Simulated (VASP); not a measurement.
Set up this calculation in VASP 6.6.1, as the native input.

- Task: single point
- Functional: PBEsol
- Potentials or basis: VASP PAW PBE potentials, release 64 (C)
- Cutoff: 600 eV
- k mesh: 18 × 18 × 6
- Occupations: gaussian, width 0.15 eV
- Spin: no spin polarisation
- Dipole correction: no
- Further INCAR settings: ALGO = Normal; EDIFF = 1e-06; NBANDS = 16

The structure of C lies in POSCAR:

```
C
1.0
    1.2294745828     -2.1290849001      0.0000000000
    1.2294745828      2.1290849001      0.0000000000
    0.0000000000      0.0000000000      7.3778161753
C
4
Direct
    0.0794177921      0.7126885243      0.7498449277
    0.5872255139      0.6206681697      0.2501554851
    0.9205822079      0.2873114757      0.2501550723
    0.4127744861      0.3793318303      0.7498445149
```

These files were run (other wordings do the same):

INCAR

```
ALGO = Normal ; EDIFF = 1E-6
ENCUT = 600 ; GGA = PS
GGA_COMPAT = F ; ISIF = 2
ISMEAR = 0 ; LASPH = T
LCHARG = T ; LELF = T
LREAL = F ; LVHAR = T
LWAVE = F ; NBANDS = 16
NELM = 120 ; PREC = Accurate
SIGMA = 0.15
```

KPOINTS

```
k-points
0
Gamma
  18 18 6
```

Potentials or basis: VASP PAW PBE potentials, release 64 (C).

Command:

```bash
$ cat potpaw_PBE.64/C/POTCAR > POTCAR
$ mpirun -np 1 vasp_std > vasp.out
```

It gave:

* Pressure: 0.3 GPa
* Largest force: 0.005 eV/Å

Caveat: this functional lacks dispersion, which binds the layers, so the pressure and a relaxed spacing across them are unreliable; the PAW data sets were made with another functional, which shifts forces and pressure a little.

Run time: 5 min on 1 thread of AMD EPYC 9R45 96-Core Processor (Zen 5), on a shared host, peak memory 0.56 GiB.
